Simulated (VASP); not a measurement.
# ZnSe (F-43m) in VASP: notebook, part 2 of 2

VASP 6.6.1. Earlier steps stand in the parts before.

## 3. Single point, r2SCAN (volume changed by +6%)

POSCAR

```
ZnSe
1.0
    0.0000000000      2.8879724454      2.8879724454
    2.8879724454      0.0000000000      2.8879724454
    2.8879724454      2.8879724454      0.0000000000
Zn Se
1 1
Direct
    0.0000000000      0.0000000000      0.0000000000
    0.2500000000      0.2500000000      0.2500000000
```

INCAR.step1

```
SYSTEM = ZnSe
ALGO = Normal
EDIFF = 1E-4
ENCUT = 520
GGA = PE
ISMEAR = 0
LASPH = .TRUE.
LCHARG = .FALSE.
LREAL = .FALSE.
LWAVE = .TRUE.
NBANDS = 16
NELM = 80
PREC = Accurate
SIGMA = 0.01
```

INCAR.step2

```
SYSTEM = ZnSe
ALGO = Normal
EDIFF = 1E-6
ENCUT = 520
ISIF = 2
ISMEAR = 0
ISTART = 1
LASPH = .TRUE.
LCHARG = .FALSE.
LMIXTAU = .TRUE.
LREAL = .FALSE.
LWAVE = .FALSE.
METAGGA = R2SCAN
NBANDS = 16
NELM = 80
PREC = Accurate
SIGMA = 0.01
```

KPOINTS

```
k-points
0
G
  6 6 6
  0 0 0
```

Potentials or basis: VASP PAW PBE potentials, release 64 (Zn, Se).

Command:

```
$ cat potpaw_PBE.64/Zn/POTCAR potpaw_PBE.64/Se/POTCAR > POTCAR
$ cp INCAR.step1 INCAR
$ mpirun -np 1 vasp_std > vasp.out
$ cp INCAR.step2 INCAR
$ mpirun -np 1 vasp_std > vasp.out
```

It took 32 s on 1 thread of Intel Xeon 6975P-C (Granite Rapids), shared host; peak memory 0.17 GiB.

Results (log left out):

- Free energy: -24.8763 eV
- Pressure: -3.2 GPa
- Band gap on the k mesh: 1.62 eV, direct

Levels at points of the mesh, in eV from the valence-band top:
| k point | band 5 | band 6 | band 7 | band 8 | band 9 | band 10 | band 11 | band 12 | band 13 | band 14 |
| --- | --- | --- | --- | --- | --- | --- | --- | --- | --- | --- |
| (0.00, 0.00, 0.00) | -6.16 | -6.16 | 0.00 | 0.00 | 0.00 | 1.62 | 6.33 | 6.33 | 6.33 | 10.33 |
| (0.50, 0.00, 0.00) | -6.14 | -6.02 | -4.94 | -0.80 | -0.80 | 2.94 | 6.87 | 6.87 | 8.89 | 11.40 |
| (0.50, 0.50, 0.00) | -6.12 | -6.00 | -4.54 | -2.03 | -2.03 | 3.45 | 3.86 | 11.07 | 11.66 | 11.66 |

Caveat: the cell differs from its parent crystal (volume changed by +6%); the PAW data sets were made with another functional, which shifts forces and pressure a little.

## 4. Single point, PBE

This run uses another cell than the first one, of 22.72 Å³/atom, 0.971 times its volume.

INCAR

```
SYSTEM = ZnSe
PREC     = Accurate       ! precision mode
ENCUT    = 520            ! plane-wave cutoff, eV
EDIFF    = 1E-7           ! SCF threshold, eV
ISMEAR   = 0              ! smearing method
SIGMA    = 0.01           ! smearing width, eV
LREAL    = .FALSE.        ! projectors in reciprocal space
LASPH    = .TRUE.         ! aspherical terms in the spheres
NELM     = 80             ! most SCF steps
ALGO     = Normal         ! electronic algorithm
ISIF     = 2              ! what is computed and relaxed
LWAVE    = .FALSE.        ! write WAVECAR
LCHARG   = .TRUE.         ! write CHGCAR
GGA      = PE             ! functional
LELF     = .TRUE.         ! ELF
LVHAR    = .TRUE.       
NBANDS   = 16             ! bands
```

KPOINTS

```
regular mesh
0
G
  8 8 8
  0 0 0
```

POSCAR

```
ZnSe
1.0
    0.0000000000      2.8324206815      2.8324206815
    2.8324206815      0.0000000000      2.8324206815
    2.8324206815      2.8324206815      0.0000000000
Zn Se
1 1
Direct
    0.0000000000      0.0000000000      0.0000000000
    0.2500000000      0.2500000000      0.2500000000
```

Command:

```
$ cat potpaw_PBE.64/Zn/POTCAR potpaw_PBE.64/Se/POTCAR > POTCAR
$ mpirun -np 1 vasp_std > vasp.out
```

Wall time 12 s (1 thread of Intel Xeon 6975P-C (Granite Rapids), shared host); peak memory 0.17 GiB.

It converged, with:

```yaml
Free_energy: -6.0191 eV
Pressure: 2.4 GPa
Band_gap_on_the_k_mesh: 1.30 eV, direct
```

Levels at points of the mesh, in eV from the valence-band top:
```tsv
k point	band 7	band 8	band 9	band 10	band 11	band 12
(0.00, 0.00, 0.00)	0.00	0.00	0.00	1.30	5.80	5.80
(0.50, 0.00, 0.00)	-5.24	-0.87	-0.87	2.55	6.38	6.38
(0.50, 0.50, 0.00)	-4.76	-2.19	-2.19	2.98	3.46	10.75
```

PBE gaps usually lie below the measured ones, often by a third to a half.

## 5. Single point, r2SCAN

This run uses another cell than the first one, of 22.72 Å³/atom, 0.971 times its volume.

POSCAR is that of step 4.

INCAR.step1

```
SYSTEM = ZnSe
PREC = Accurate
ENCUT = 520
ISMEAR = 0
SIGMA = 0.01
LREAL = .False.
LASPH = .True.
NELM = 60
NBANDS = 16
GGA = PE
ALGO = Normal
EDIFF = 1E-4
LWAVE = .True.
LCHARG = .False.
```

INCAR.step2

```
SYSTEM = ZnSe
PREC = Accurate
ENCUT = 520
EDIFF = 1E-7
ISMEAR = 0
SIGMA = 0.01
LREAL = .False.
LASPH = .True.
NELM = 60
ALGO = Normal
ISIF = 2
LWAVE = .False.
LCHARG = .False.
METAGGA = R2SCAN
LMIXTAU = .True.
NBANDS = 16
ISTART = 1
```

KPOINTS

```
regular mesh
0
Gamma
  8 8 8
  0 0 0
```

Potentials or basis: VASP PAW PBE potentials, release 64 (Zn, Se).

Command:

```
$ cat potpaw_PBE.64/Zn/POTCAR potpaw_PBE.64/Se/POTCAR > POTCAR
$ cp INCAR.step1 INCAR
$ mpirun -np 1 vasp_std > vasp.out
$ cp INCAR.step2 INCAR
$ mpirun -np 1 vasp_std > vasp.out
```

OUTCAR:

```text
SYSTEM = ZnSe
   PREC = Accurate
   ENCUT = 520
   EDIFF = 1E-7
   ISMEAR = 0
   LREAL = .False.
   LASPH = .True.
   NELM = 60
   ISIF = 2
   METAGGA = R2SCAN
   ISTART = 1

 ion  position               nearest neighbor table
   1  0.000  0.000  0.000-   2 2.45   2 2.45   2 2.45   2 2.45
   2  0.250  0.250  0.250-   1 2.45   1 2.45   1 2.45   1 2.45

  LATTYP: Found a face centered cubic cell.
 ALAT       =     5.6648413630

  Lattice vectors:

 A1 = (   0.0000000000,   2.8324206815,   2.8324206815)
 A2 = (   2.8324206815,   0.0000000000,   2.8324206815)
 A3 = (   2.8324206815,   2.8324206815,   0.0000000000)

Analysis of symmetry for initial positions (statically):
=====================================================================
 Subroutine PRICEL returns:
 Original cell was already a primitive cell.

 Routine SETGRP: Setting up the symmetry group for a
 face centered cubic supercell.

 Subroutine GETGRP returns: Found 24 space group operations
 (whereof 24 operations were pure point group operations)
 out of a pool of 48 trial point group operations.

The static configuration has the point symmetry T_d .
[... 161 lines left out ...]

 E-fermi :   1.4353     XC(G=0):  -9.9271

 val. band max:        1.3108013335   @ k =   0.0000   0.0000   0.0000
 cond. band min:       3.1841355429   @ k =   0.0000   0.0000   0.0000
 fundamental gap:      1.8733342094
 Fermi energy:         1.4353322341

 k-point     1 :       0.0000    0.0000    0.0000
  band No.  band energies     occupation
      1     -12.4124      2.00000
      2      -5.3882      2.00000
      3      -5.3882      2.00000
      4      -5.3882      2.00000
      5      -4.9796      2.00000
      6      -4.9796      2.00000
[... 433 lines left out ...]
      3      -5.2363      2.00000
      4      -5.0144      2.00000
      5      -4.9735      2.00000
      6      -4.7724      2.00000
[... 8 lines left out ...]
     15      14.7550      0.00000
     16      15.6389      0.00000

 [... further k-points ...]

------------------------ aborting loop because EDIFF is reached ----------------------------------------

  FORCE on cell =-STRESS in cart. coord.  units (eV):
  Direction    XX          YY          ZZ          XY          YZ          ZX
  --------------------------------------------------------------------------------------
  -------------------------------------------------------------------------------------
  Total        0.0332500      0.0332500      0.0332500      0.0000000     -0.0000000     -0.0000000
  in kB        1.1721939      1.1721939      1.1721939      0.0000000     -0.0000000     -0.0000000
  external PRESSURE =       1.1721939 kB  Pullay stress =       0.0000000 kB

 VOLUME and BASIS-vectors are now :
 -----------------------------------------------------------------------------
  energy-cutoff  :      520.00
  volume of cell :       45.45
      direct lattice vectors                 reciprocal lattice vectors
     0.000000000  2.832420681  2.832420681    -0.176527450  0.176527450  0.176527450
     2.832420681  0.000000000  2.832420681     0.176527450 -0.176527450  0.176527450
     2.832420681  2.832420681  0.000000000     0.176527450  0.176527450 -0.176527450

 POSITION                                       TOTAL-FORCE (eV/Angst)
 -----------------------------------------------------------------------------------
      0.00000      0.00000      0.00000        -0.000000     -0.000000     -0.000000
      1.41621      1.41621      1.41621         0.000000      0.000000      0.000000
 -----------------------------------------------------------------------------------
    total drift:                                0.000022      0.000022      0.000022

  FREE ENERGIE OF THE ION-ELECTRON SYSTEM (eV)
  ---------------------------------------------------
  free  energy   TOTEN  =       -24.9092291931 eV

  energy  without entropy=      -24.9092291931  energy(sigma->0) =      -24.90922919
```

Run time: 53 s. Hardware: 1 thread of Intel Xeon 6975P-C (Granite Rapids), shared host; peak memory 0.18 GiB.

What came out:

| Quantity | Value |
| --- | --- |
| Free energy | -24.9092 eV |
| Pressure | 0.1 GPa |
| Band gap on the k mesh | 1.87 eV, direct |

Caveat: the PAW data sets were made with another functional, which shifts forces and pressure a little.

## 6. The runs side by side

```csv
level,cell,k mesh,gap on the mesh (eV),pressure (GPa)
r2SCAN,"a = 4.045 Å, angles 60.0°, 2 atoms",6 × 6 × 6,1.74,-1.7
r2SCAN,"a = 4.084 Å, angles 60.0°, 2 atoms",6 × 6 × 6,1.62,-3.2
PBE,"a = 4.006 Å, angles 60.0°, 2 atoms",8 × 8 × 8,1.30,2.4
r2SCAN,"a = 4.006 Å, angles 60.0°, 2 atoms",8 × 8 × 8,1.87,0.1
```

Alike in all rows: task single point; potentials or basis VASP PAW PBE potentials, release 64 (Zn, Se); no spin polarisation; cutoff (eV) 520; smearing gaussian 0.01 eV.

Caveats: the PAW data sets were made with another functional, which shifts forces and pressure a little (some runs).

Total energies depend on the potentials used, so only differences within one code and one set of settings carry meaning.
